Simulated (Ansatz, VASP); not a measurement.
## ZnSn2N2: VASP beside Ansatz

```xyz
5
Lattice="3.2653 0.0000 0.0000 0.0000 3.2653 0.0000 0.0000 0.0000 7.8335" Properties=species:S:1:pos:R:3 pbc="T T T"
Zn    0.0000    0.0000    0.0000
Sn    1.6327    1.6327    5.4246
Sn    1.6327    1.6327    2.4089
N     1.6327    0.0000    1.1325
N     0.0000    1.6327    6.7010
```

Alike in both runs: functional LDA; k mesh 7 × 7 × 3; occupations fermi-dirac, width 0.05 eV; no spin polarisation.

Ansatz relaxed the structure, and its values are those at the end. VASP's run is a single point on that final structure, the one shown.

|  | VASP | Ansatz |
| --- | --- | --- |
| version | VASP 6.6.1 | Ansatz 0.2.0 |
| potentials or method | VASP PAW LDA potentials, release 64 (Zn, Sn_d, N) | plane waves, PAW |
| plane-wave cutoff (eV) | 520 | 420 |
| valence electrons in the cell | 50 | 50 |

Ansatz gave:

```
pressure (GPa)                     : 0.0
rms of the force components (eV/Å) : 0.000
```

Question: Estimate VASP's values.

Answer: Pressure (GPa): 0.4; rms of the force components (eV/Å): 0.016.

LDA's correlation is that of Perdew and Zunger in VASP and of Perdew and Wang (1992) in Ansatz.
